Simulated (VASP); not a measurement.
Crystal: Gd.

```xyz
2
Lattice="3.6360 0.0000 0.0000 -1.8180 3.1489 0.0000 0.0000 0.0000 5.7826" Properties=species:S:1:pos:R:3 pbc="T T T"
Gd    1.8180    1.0496    4.3369
Gd    0.0000    2.0992    1.4457
```

Base run:

| Item | Value |
| --- | --- |
| Program | VASP 6.6.1 |
| Functional | PBE |
| Potentials or basis | VASP PAW PBE potentials, release 64 (Gd) |
| Cutoff | 520 eV |
| k mesh | 8 × 8 × 5 |
| Occupations | gaussian, width 0.02 eV |
| Spin | collinear spin, ferromagnetic start |
| Starting moments | [7.0, 7.0] μB |

Its results: pressure 1.3 GPa; net moment 15.19 μB per cell; site moments Gd +6.98 μB.

Q: The run is repeated on the same cell with these changes: functional from PBE to r2SCAN; occupations from gaussian, width 0.02 eV to fermi-dirac, width 0.05 eV. What comes out?

A: Pressure 0.8 GPa; net moment 15.87 μB per cell; site moments Gd +7.09 μB.

Caveats: the PAW data sets were made with another functional, which shifts forces and pressure a little (at least some runs).
